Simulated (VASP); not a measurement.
A run of VASP 6.6.1 is set up as follows.

Contents of INCAR:

```
  PREC = Accurate
  ENCUT = 520
  EDIFF = 1E-7
  ISMEAR = 0
  SIGMA = 0.02
  LREAL = Auto
  LASPH = T
  NELM = 80
  ALGO = Normal
  ISIF = 2
  LWAVE = F
  LCHARG = T
  GGA = PE
  IVDW = 12
  LELF = T
  LVHAR = T
  NELECT = 74.0
  NBANDS = 52
```

The input KPOINTS:

```
regular mesh
0
Gamma
  2 2 2
```

The input POSCAR:

```
CuSi16
1.0
    0.0000000000      5.4300000000      5.4300000000
    5.4300000000      0.0000000000      5.4300000000
    5.4300000000      5.4300000000      0.0000000000
Si Cu
16 1
Direct
   -0.0039240246     -0.0006888423     -0.0012044703
    0.1092687604      0.1296298397      0.1292782510
   -0.0023704372     -0.0027022630      0.5017453675
    0.1327219463      0.1119772293      0.6261776510
   -0.0022266148      0.5021123235     -0.0030436613
    0.1327577442      0.6266697731      0.1116936514
    0.0395110621      0.4856322091      0.4854165358
    0.1381427448      0.6249604247      0.6245560775
    0.4804018916      0.0043236087      0.0039134996
    0.6234524545      0.1197916981      0.1194970030
    0.5065581670     -0.0165137837      0.5022960958
    0.6257083205      0.1240415276      0.6327782716
    0.5066704785      0.5024711233     -0.0167659544
    0.6257959653      0.6332520681      0.1234947798
    0.5123762645      0.5077287337      0.5073022002
    0.6677442696      0.6157069979      0.6153279618
    0.4664711473      0.3476352222      0.3473367602
```

Potentials or basis: VASP PAW PBE potentials, release 64 (Si, Cu).

The run is started by

```console
$ cat potpaw_PBE.64/Si/POTCAR potpaw_PBE.64/Cu/POTCAR > POTCAR
$ mpirun -np 1 vasp_std > vasp.out
```

(1) What does it give for the largest force?

(2) What does it give for the dispersion energy per atom?

Answers

(1) 0.020 eV/Å.

(2) -0.334 eV.

Caveat: the k points lie up to 0.50 Å⁻¹ apart; the cell carries a net charge on a neutralising background, which shifts energy and pressure.
